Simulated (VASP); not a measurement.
Here is a VASP 6.6.1 calculation.

File INCAR:

```
ALGO = Normal
EDIFF = 1E-6
ENCUT = 520
ISIF = 2
ISMEAR = -1
LASPH = True
LCHARG = False
LREAL = False
LWAVE = False
NBANDS = 35
NELM = 80
PREC = Accurate
SIGMA = 0.08
```

KPOINTS

```
k-points
0
Gamma
  12 12 4
```

File POSCAR:

```
MoS2
1.0
    3.1221510143      0.0000000000      0.0000000000
   -1.5610755071      2.7038620928      0.0000000000
    0.0000000000      0.0000000000     12.0760714344
Mo S
2 4
Direct
    0.3333333333      0.6666666667      0.2500000000
    0.6666666667      0.3333333333      0.7500000000
    0.3333333333      0.6666666667      0.6212927937
    0.6666666667      0.3333333333      0.1212927937
    0.3333333333      0.6666666667      0.8787072063
    0.6666666667      0.3333333333      0.3787072063
```

Potentials or basis: VASP PAW LDA potentials, release 64 (Mo_sv, S).

The run is started by

```sh
$ cat potpaw_LDA.64/Mo_sv/POTCAR potpaw_LDA.64/S/POTCAR > POTCAR
$ mpirun -np 1 vasp_std > vasp.out
```

Q: Predict the pressure.

A: 0.1 GPa.

Q: What does it give for the largest force?

A: 0.014 eV/Å.

Forces on the atoms (eV/Å):
```
Mo   0.000  0.000  0.000
Mo   0.000  0.000  0.000
S    0.000  0.000 -0.014
S    0.000  0.000 -0.014
S    0.000  0.000  0.014
S    0.000  0.000  0.014
```
